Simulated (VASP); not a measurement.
Input of a VASP 6.6.1 run:

POSCAR

```
WS2
1.0
    3.1810953945      0.0000000000      0.0000000000
   -1.5905476972      2.7549094235      0.0000000000
    0.0000000000      0.0000000000     17.4592621454
W S
1 2
Direct
    0.3333333333      0.6666666667      0.0000000000
    0.6666666667      0.3333333333      0.9107054325
    0.6666666667      0.3333333333      0.0892945675
```

INCAR.step1

```
PREC     = Accurate       # precision mode
ENCUT    = 520            # plane-wave cutoff, eV
ISMEAR   = 0              # smearing method
SIGMA    = 0.02           # smearing width, eV
LREAL    = False          # projectors in reciprocal space
LASPH    = True           # aspherical terms in the spheres
NELM     = 80             # most SCF steps
NBANDS   = 20             # bands
GGA      = PE             # functional
ALGO     = Normal         # electronic algorithm
EDIFF    = 1E-4           # SCF threshold, eV
LWAVE    = True           # write WAVECAR
LCHARG   = False          # write CHGCAR
```

File INCAR.step2:

```
PREC     = Accurate       # precision mode
ENCUT    = 520            # plane-wave cutoff, eV
EDIFF    = 1E-6           # SCF threshold, eV
ISMEAR   = 0              # smearing method
SIGMA    = 0.02           # smearing width, eV
LREAL    = False          # projectors in reciprocal space
LASPH    = True           # aspherical terms in the spheres
NELM     = 80             # most SCF steps
ALGO     = Normal         # electronic algorithm
ISIF     = 2              # what is computed and relaxed
LWAVE    = False          # write WAVECAR
LCHARG   = False          # write CHGCAR
METAGGA  = R2SCAN         # meta-GGA
LMIXTAU  = True         
NBANDS   = 20             # bands
ISTART   = 1
```

Contents of KPOINTS:

```
regular mesh
0
Gamma
  12 12 2
```

Potentials or basis: VASP PAW PBE potentials, release 64 (W_sv, S).

Command:

```console
$ cat potpaw_PBE.64/W_sv/POTCAR potpaw_PBE.64/S/POTCAR > POTCAR
$ cp INCAR.step1 INCAR
$ mpirun -np 1 vasp_std > vasp.out
$ cp INCAR.step2 INCAR
$ mpirun -np 1 vasp_std > vasp.out
```

Problem. Predict the largest force.

Solution. 0.024 eV/Å.

Problem. Predict the band gap on the k mesh.

Solution. 1.91 eV (least direct gap 1.93 eV).

Forces in eV/Å, atoms in the order of the input:
```
W    0.000  0.000  0.000
S    0.000  0.000 -0.024
S    0.000  0.000  0.024
```

Caveat: the cell differs from its parent crystal (strain along c alone, the other axes held: +3.0 %, then relaxed in part); the PAW data sets were made with another functional, which shifts forces and pressure a little; spin-orbit coupling is left out, which moves the levels of the heavy elements.
